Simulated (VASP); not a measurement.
# SiO2 (P4_2/mnm) in VASP: further runs, part 2 of 2

VASP 6.6.1.

## 3. Single point, r2SCAN (strain -0.040 along x and y, +0.000 along z)

Input file POSCAR:

```
SiO2
1.0
    4.0179898332      0.0000000000      0.0000000000
    0.0000000000      4.0179898332      0.0000000000
    0.0000000000      0.0000000000      2.6687449733
Si O
2 4
Direct
    0.5000000000      0.5000000000      0.5000000000
    0.0000000000      0.0000000000      0.0000000000
    0.6938852014      0.6938852014      0.0000000000
    0.1938852014      0.8061147986      0.5000000000
    0.3061147986      0.3061147986      0.0000000000
    0.8061147986      0.1938852014      0.5000000000
```

Input file INCAR.step1:

```
SYSTEM = SiO2
PREC = Accurate
ENCUT = 520
ISMEAR = 0
SIGMA = 0.05
LREAL = .False.
LASPH = .True.
NELM = 100
NBANDS = 25
GGA = PE
ALGO = Normal
EDIFF = 1E-4
LWAVE = .True.
LCHARG = .False.
```

Input file INCAR.step2:

```
SYSTEM = SiO2
PREC = Accurate
ENCUT = 520
EDIFF = 1E-6
ISMEAR = 0
SIGMA = 0.05
LREAL = .False.
LASPH = .True.
NELM = 100
ALGO = Normal
ISIF = 2
LWAVE = .False.
LCHARG = .False.
METAGGA = R2SCAN
LMIXTAU = .True.
NBANDS = 25
ISTART = 1
```

Input file KPOINTS:

```
Automatic mesh
0
Gamma
  6 6 8
  0 0 0
```

Potentials or basis: VASP PAW PBE potentials, release 64 (Si, O).

Started as:

```
cat potpaw_PBE.64/Si/POTCAR potpaw_PBE.64/O/POTCAR > POTCAR
cp INCAR.step1 INCAR
mpirun -np 1 vasp_std > vasp.out
cp INCAR.step2 INCAR
mpirun -np 1 vasp_std > vasp.out
```

OUTCAR:

```text
SYSTEM = SiO2
   PREC = Accurate
   ENCUT = 520
   EDIFF = 1E-6
   ISMEAR = 0
   LREAL = .False.
   LASPH = .True.
   NELM = 100
   ISIF = 2
   METAGGA = R2SCAN
   ISTART = 1

 ion  position               nearest neighbor table
   1  0.500  0.500  0.500-   3 1.73   5 1.73   3 1.73   5 1.73   4 1.74   6 1.74   2 3.14   2 3.14
                             2 3.14   2 3.14   2 3.14   2 3.14   2 3.14   2 3.14
   2  0.000  0.000  0.000-   4 1.73   6 1.73   4 1.73   6 1.73   5 1.74   3 1.74   1 3.14   1 3.14
                             1 3.14   1 3.14   1 3.14   1 3.14   1 3.14   1 3.14
   3  0.694  0.694  0.000-   1 1.73   1 1.73   2 1.74
   4  0.194  0.806  0.500-   2 1.73   2 1.73   1 1.74
   5  0.306  0.306  0.000-   1 1.73   1 1.73   2 1.74
   6  0.806  0.194  0.500-   2 1.73   2 1.73   1 1.74

  LATTYP: Found a simple tetragonal cell.
 ALAT       =     4.0179898332
 C/A-ratio  =     0.6641990359

  Lattice vectors:

 A1 = (   4.0179898332,   0.0000000000,   0.0000000000)
 A2 = (   0.0000000000,   4.0179898332,   0.0000000000)
 A3 = (   0.0000000000,   0.0000000000,   2.6687449733)

Analysis of symmetry for initial positions (statically):
=====================================================================
 Subroutine PRICEL returns:
 Original cell was already a primitive cell.

 Routine SETGRP: Setting up the symmetry group for a
 simple tetragonal supercell.

 Subroutine GETGRP returns: Found 16 space group operations
 (whereof  8 operations were pure point group operations)
 out of a pool of 16 trial point group operations.

The static configuration has the point symmetry D_2h.
 The point group associated with its full space group is D_4h.

Analysis of symmetry for dynamics (positions and initial velocities):
=====================================================================
 Subroutine PRICEL returns:
 Original cell was already a primitive cell.

 Routine SETGRP: Setting up the symmetry group for a
 simple tetragonal supercell.

 Subroutine GETGRP returns: Found 16 space group operations
 (whereof  8 operations were pure point group operations)
 out of a pool of 16 trial point group operations.

The dynamic configuration has the point symmetry D_2h.
 The point group associated with its full space group is D_4h.

 Subroutine INISYM returns: Found 16 space group operations
 (whereof  8 operations are pure point group operations),
 and found     1 'primitive' translations

----------------------------------------------------------------------------------------

                                     Primitive cell

  volume of cell :      43.0849

  direct lattice vectors                    reciprocal lattice vectors
     4.017989833  0.000000000  0.000000000     0.248880670  0.000000000  0.000000000
     0.000000000  4.017989833  0.000000000     0.000000000  0.248880670  0.000000000
     0.000000000  0.000000000  2.668744973     0.000000000  0.000000000  0.374707966

  length of vectors
     4.017989833  4.017989833  2.668744973     0.248880670  0.248880670  0.374707966

  position of ions in fractional coordinates (direct lattice)
     0.500000000  0.500000000  0.500000000
     0.000000000  0.000000000  0.000000000
     0.693885201  0.693885201  0.000000000
     0.193885201  0.806114799  0.500000000
[... 42 lines left out ...]
  0.333333  0.000000  0.000000      4.000000
  0.500000  0.000000  0.000000      2.000000
  0.166667  0.166667  0.000000      4.000000
  0.333333  0.166667  0.000000      8.000000
[... 16 lines left out ...]
  0.333333  0.000000  0.250000      8.000000
  0.500000  0.000000  0.250000      4.000000
 [... further k-points ...]
   k-points           NKPTS =     50   k-points in BZ     NKDIM =     50   number of bands    NBANDS=     25
   number of dos      NEDOS =    301   number of ions     NIONS =      6
   total plane-waves  NPLWV =  18000
   dimension x,y,z NGX =    30 NGY =   30 NGZ =   20
   dimension x,y,z NGXF=    60 NGYF=   60 NGZF=   40
   ions per type =               2   4
   NGX,Y,Z   is equivalent  to a cutoff of  12.41, 12.41, 12.46 a.u.
   NGXF,Y,Z  is equivalent  to a cutoff of  24.83, 24.83, 24.92 a.u.
 SYSTEM =  SiO2
   PREC   = accura    normal or accurate (medium, high low for compatibility)
   ISTART =      1    job   : 0-new  1-cont  2-samecut
   ICHARG =      0    charge: 1-file 2-atom 10-const
   ISPIN  =      1    spin polarized calculation?
   LNONCOLLINEAR =      F non collinear calculations
   LSORBIT =      F    spin-orbit coupling
   LASPH  =      T    aspherical Exc in radial PAW
   ENCUT  =  520.0 eV  38.22 Ry    6.18 a.u.   7.47  7.47  4.96*2*pi/ulx,y,z
   NELM   =    100;   NELMIN=  2; NELMDL=  0     # of ELM steps
   EDIFF  = 0.1E-05   stopping-criterion for ELM
   LREAL  =      F    real-space projection
   EDIFFG = 0.1E-04   stopping-criterion for IOM
   NSW    =      0    number of steps for IOM
   IBRION =     -1    ionic relax: 0-MD 1-quasi-New 2-CG
   NFREE  =      0    steps in history (QN), initial steepest desc. (CG)
   ISIF   =      2    stress and relaxation
   ISYM   =      2    0-nonsym 1-usesym 2-fastsym
   POTIM  = 0.5000    time-step for ionic-motion
   TEBEG  =    0.0;   TEEND  =   0.0 temperature during run
   PSTRESS=    0.0 pullay stress
   NELECT =      32.0000    total number of electrons
   NUPDOWN=      -1.0000    fix difference up-down
   EMIN   =  10.00;   EMAX   =-10.00  energy-range for DOS
   EFERMI =   0.00;   METHOD = LEGACY
   ISMEAR =     0;   SIGMA  =   0.05  broadening in eV -4-tet -1-fermi 0-gaus
   EFERMI_NEDOS =   21; number of points for ismear=-14 and -15
   IALGO  =     38    algorithm
   IMIX   =      4    mixing-type and parameters
     AMIX     =   0.40;   BMIX     =  1.00
     AMIX_MAG =   1.60;   BMIX_MAG =  1.00
  volume/ion in A,a.u.               =       7.18        48.46
  Fermi-wavevector in a.u.,A,eV,Ry     =   1.482575  2.801660 29.905982  2.198028
  Thomas-Fermi vector in A             =   2.596344
   LORBIT       =      0    0 simple, 1 ext, 2 COOP (PROOUT), +10 PAW based schemes
   METAGGA = R2SCAN    functional components
   LHFCALC =     F    Hartree Fock is set to
   AEXX    =    0.0000 exact exchange contribution
   IVDW    =     0    specifies the selected vdW correction
   LEPSILON=     F    determine dielectric tensor
   LRPA    =     F    only Hartree local field effects (RPA)
 non-spin polarized calculation
 Gauss-broadening in eV      SIGMA  =   0.05
  energy-cutoff  :      520.00
  volume of cell :       43.08
 maximum number of plane-waves:      1186
 NGX is ok and might be reduce to    30
   NGX = 15   NGY = 15   NGZ =  9

 number of electron      32.0000004 magnetization

 Free energy of the ion-electron system (eV)
  ---------------------------------------------------
  ext. energy  EPLUGINS =         0.00000000
  ---------------------------------------------------
  free energy    TOTEN  =       -58.38567406 eV

  energy without entropy =      -58.38567406  energy(sigma->0) =      -58.38567406

 E-fermi :   9.1931     XC(G=0): -13.3267

 val. band max:        8.9940414648   @ k =   0.0000   0.0000   0.0000
 cond. band min:      16.3104698353   @ k =   0.0000   0.0000   0.0000
 fundamental gap:      7.3164283705
 Fermi energy:         9.1930852314

 k-point     1 :       0.0000    0.0000    0.0000
  band No.  band energies     occupation
      1     -15.3963      2.00000
      2     -11.2751      2.00000
      3     -11.2751      2.00000
      4     -10.9204      2.00000
      5      -2.5414      2.00000
      6       1.9800      2.00000
[... 661 lines left out ...]
     24      23.1832      0.00000
     25      24.4381      0.00000

 [... further k-points ...]

------------------------ aborting loop because EDIFF is reached ----------------------------------------

  FORCE on cell =-STRESS in cart. coord.  units (eV):
  Direction    XX          YY          ZZ          XY          YZ          ZX
  --------------------------------------------------------------------------------------
  -------------------------------------------------------------------------------------
  Total        9.8228975      9.8228975      5.5281318      0.0000000      0.0000000      0.0000000
  in kB      365.2796282    365.2796282    205.5721288      0.0000000      0.0000000      0.0000000
  external PRESSURE =     312.0437951 kB  Pullay stress =       0.0000000 kB

 VOLUME and BASIS-vectors are now :
 -----------------------------------------------------------------------------
  energy-cutoff  :      520.00
  volume of cell :       43.08
      direct lattice vectors                 reciprocal lattice vectors
     4.017989833  0.000000000  0.000000000     0.248880670  0.000000000  0.000000000
     0.000000000  4.017989833  0.000000000     0.000000000  0.248880670  0.000000000
     0.000000000  0.000000000  2.668744973     0.000000000  0.000000000  0.374707966

 POSITION                                       TOTAL-FORCE (eV/Angst)
 -----------------------------------------------------------------------------------
      2.00899      2.00899      1.33437         0.000000     -0.000000      0.000000
      0.00000      0.00000      0.00000         0.000000     -0.000000      0.000000
      2.78802      2.78802      0.00000         0.544068      0.544068      0.000000
      0.77903      3.23896      1.33437         0.544068     -0.544068     -0.000000
      1.22997      1.22997      0.00000        -0.544068     -0.544068     -0.000000
      3.23896      0.77903      1.33437        -0.544068      0.544068      0.000000
 -----------------------------------------------------------------------------------
    total drift:                               -0.000000      0.000000     -0.000000

  FREE ENERGIE OF THE ION-ELECTRON SYSTEM (eV)
  ---------------------------------------------------
  free  energy   TOTEN  =       -58.3856740646 eV

  energy  without entropy=      -58.3856740646  energy(sigma->0) =      -58.38567406
```

It took 2.7 min on 1 thread of Intel Xeon Platinum 8259CL at 2.50GHz (Skylake/Cascade Lake), shared host; peak memory 0.17 GiB.

What came out:

* Free energy: -58.3857 eV
* Pressure: 31.2 GPa
* Largest force: 0.769 eV/Å
* Band gap on the k mesh: 7.32 eV, direct

Forces on the atoms (eV/Å):
```
Si   0.000  0.000  0.000
Si   0.000  0.000  0.000
O    0.544  0.544  0.000
O    0.544 -0.544  0.000
O   -0.544 -0.544  0.000
O   -0.544  0.544  0.000
```

Caveat: the cell differs from its parent crystal (strain -0.040 along x and y, +0.000 along z); the PAW data sets were made with another functional, which shifts forces and pressure a little. A k mesh can miss the band edges.

## 4. Single point, r2SCAN (strain +0.000 along x and y, -0.040 along z)

POSCAR: that of step 3 with these lines changed.

```diff
@@ -2,5 +2,5 @@
 1.0
-    4.0179898332      0.0000000000      0.0000000000
-    0.0000000000      4.0179898332      0.0000000000
-    0.0000000000      0.0000000000      2.6687449733
+    4.1854060762      0.0000000000      0.0000000000
+    0.0000000000      4.1854060762      0.0000000000
+    0.0000000000      0.0000000000      2.5619951744
 Si O
```

INCAR.step1: that of step 3 with these lines changed.

```diff
@@ -7,3 +7,3 @@
 LASPH = .True.
-NELM = 100
+NELM = 80
 NBANDS = 25
```

INCAR.step2: that of step 3 with these lines changed.

```diff
@@ -8,3 +8,3 @@
 LASPH = .True.
-NELM = 100
+NELM = 80
 ALGO = Normal
```

KPOINTS is that of step 3.

Potentials or basis: VASP PAW PBE potentials, release 64 (Si, O).

Started as:

```
cat potpaw_PBE.64/Si/POTCAR potpaw_PBE.64/O/POTCAR > POTCAR
cp INCAR.step1 INCAR
mpirun -np 1 vasp_std > vasp.out
cp INCAR.step2 INCAR
mpirun -np 1 vasp_std > vasp.out
```

OUTCAR:

```text
SYSTEM = SiO2
   PREC = Accurate
   ENCUT = 520
   EDIFF = 1E-6
   ISMEAR = 0
   LREAL = .False.
   LASPH = .True.
   NELM = 80
   ISIF = 2
   METAGGA = R2SCAN
   ISTART = 1

 ion  position               nearest neighbor table
   1  0.500  0.500  0.500-   3 1.72   5 1.72   3 1.72   5 1.72   4 1.81   6 1.81
   2  0.000  0.000  0.000-   4 1.72   6 1.72   4 1.72   6 1.72   5 1.81   3 1.81
   3  0.694  0.694  0.000-   1 1.72   1 1.72   2 1.81
   4  0.194  0.806  0.500-   2 1.72   2 1.72   1 1.81
   5  0.306  0.306  0.000-   1 1.72   1 1.72   2 1.81
[... 883 lines left out ...]
  -------------------------------------------------------------------------------------
  Total        2.4514983      2.4514983     10.2913004      0.0000000      0.0000000      0.0000000
  in kB       87.5162448     87.5162448    367.3899978      0.0000000      0.0000000      0.0000000
  external PRESSURE =     180.8074958 kB  Pullay stress =       0.0000000 kB

 VOLUME and BASIS-vectors are now :
 -----------------------------------------------------------------------------
  energy-cutoff  :      520.00
  volume of cell :       44.88
      direct lattice vectors                 reciprocal lattice vectors
     4.185406076  0.000000000  0.000000000     0.238925443  0.000000000  0.000000000
     0.000000000  4.185406076  0.000000000     0.000000000  0.238925443  0.000000000
     0.000000000  0.000000000  2.561995174     0.000000000  0.000000000  0.390320798

 POSITION                                       TOTAL-FORCE (eV/Angst)
 -----------------------------------------------------------------------------------
      2.09270      2.09270      1.28100        -0.000000     -0.000000      0.000000
      0.00000      0.00000      0.00000        -0.000000     -0.000000      0.000000
      2.90419      2.90419      0.00000         0.079353      0.079353     -0.000000
      0.81149      3.37392      1.28100         0.079353     -0.079353      0.000000
      1.28121      1.28121      0.00000        -0.079353     -0.079353      0.000000
      3.37392      0.81149      1.28100        -0.079353      0.079353     -0.000000
 -----------------------------------------------------------------------------------
    total drift:                                0.000000     -0.000000      0.000000

  FREE ENERGIE OF THE ION-ELECTRON SYSTEM (eV)
  ---------------------------------------------------
  free  energy   TOTEN  =       -58.5696858389 eV

  energy  without entropy=      -58.5696858389  energy(sigma->0) =      -58.56968584
```

OUTCAR.step1:

```text
SYSTEM = SiO2
   PREC = Accurate
   ENCUT = 520
   ISMEAR = 0
   LREAL = .False.
   LASPH = .True.
   NELM = 80
[... 911 lines left out ...]
      0.81149      3.37392      1.28100         0.166114     -0.166114      0.000000
      1.28121      1.28121      0.00000        -0.166114     -0.166114      0.000000
      3.37392      0.81149      1.28100        -0.166114      0.166114      0.000000
 -----------------------------------------------------------------------------------
    total drift:                                0.000000     -0.000000      0.000000

  FREE ENERGIE OF THE ION-ELECTRON SYSTEM (eV)
  ---------------------------------------------------
  free  energy   TOTEN  =       -45.9427217439 eV

  energy  without entropy=      -45.9427217439  energy(sigma->0) =      -45.94272174
```

OSZICAR.step1:

```text
N       E                     dE             d eps       ncg     rms          rms(c)
DAV:   1     0.138734018684E+03    0.13873E+03   -0.17922E+04  2532   0.124E+03
DAV:   2    -0.439930251868E+02   -0.18273E+03   -0.17615E+03  3169   0.285E+02
DAV:   3    -0.506352837282E+02   -0.66423E+01   -0.66170E+01  3372   0.514E+01
DAV:   4    -0.506762565093E+02   -0.40973E-01   -0.40964E-01  2899   0.473E+00
DAV:   5    -0.506765652247E+02   -0.30872E-03   -0.30868E-03  3337   0.389E-01    0.186E+01
DAV:   6    -0.459003624090E+02    0.47762E+01   -0.13148E+01  3192   0.246E+01    0.874E+00
DAV:   7    -0.459234233310E+02   -0.23061E-01   -0.82772E-01  3164   0.546E+00    0.308E+00
DAV:   8    -0.459364649938E+02   -0.13042E-01   -0.28071E-02  3070   0.145E+00    0.110E+00
DAV:   9    -0.459425389506E+02   -0.60740E-02   -0.99939E-03  3125   0.836E-01    0.269E-01
DAV:  10    -0.459427246665E+02   -0.18572E-03   -0.38631E-04  3256   0.148E-01    0.420E-02
DAV:  11    -0.459427217439E+02    0.29226E-05   -0.52337E-05  1949   0.554E-02
   1 F= -.45942722E+02 E0= -.45942722E+02  d E =-.618414E-11
```

Run time: 1.8 min. Hardware: 1 thread of Intel Xeon Platinum 8259CL at 2.50GHz (Skylake/Cascade Lake), shared host; peak memory 0.18 GiB.

Results:

| Property | Result |
| --- | --- |
| Free energy | -58.5697 eV |
| Pressure | 18.1 GPa |
| Largest force | 0.112 eV/Å |
| Band gap on the k mesh | 7.42 eV, direct |

Forces in eV/Å, atoms in the order of the input:
```
Si   0.000  0.000  0.000
Si   0.000  0.000  0.000
O    0.079  0.079  0.000
O    0.079 -0.079  0.000
O   -0.079 -0.079  0.000
O   -0.079  0.079  0.000
```

Stress tensor (GPa, compression positive):
```
 8.75  0.00  0.00
 0.00  8.75  0.00
 0.00  0.00 36.74
```

Caveat: the cell differs from its parent crystal (strain +0.000 along x and y, -0.040 along z); the PAW data sets were made with another functional, which shifts forces and pressure a little. A k mesh can miss the band edges.

## 5. Summary

| cell | gap on the mesh (eV) | pressure (GPa) | largest force (eV/Å) |
| --- | --- | --- | --- |
| a = 4.185, b = 4.185, c = 2.455 Å, 6 atoms | 8.28 | 40.8 | 0.38 |
| a = 4.018, b = 4.018, c = 2.669 Å, 6 atoms | 7.32 | 31.2 | 0.77 |
| a = 4.185, b = 4.185, c = 2.562 Å, 6 atoms | 7.42 | 18.1 | 0.11 |

Alike in all rows: task single point; level r2SCAN; potentials or basis VASP PAW PBE potentials, release 64 (Si, O); no spin polarisation; k mesh 6 × 6 × 8; cutoff (eV) 520; smearing gaussian 0.05 eV.

Caveats: the PAW data sets were made with another functional, which shifts forces and pressure a little.

Total energies depend on the potentials used, so only differences within one code and one set of settings carry meaning.
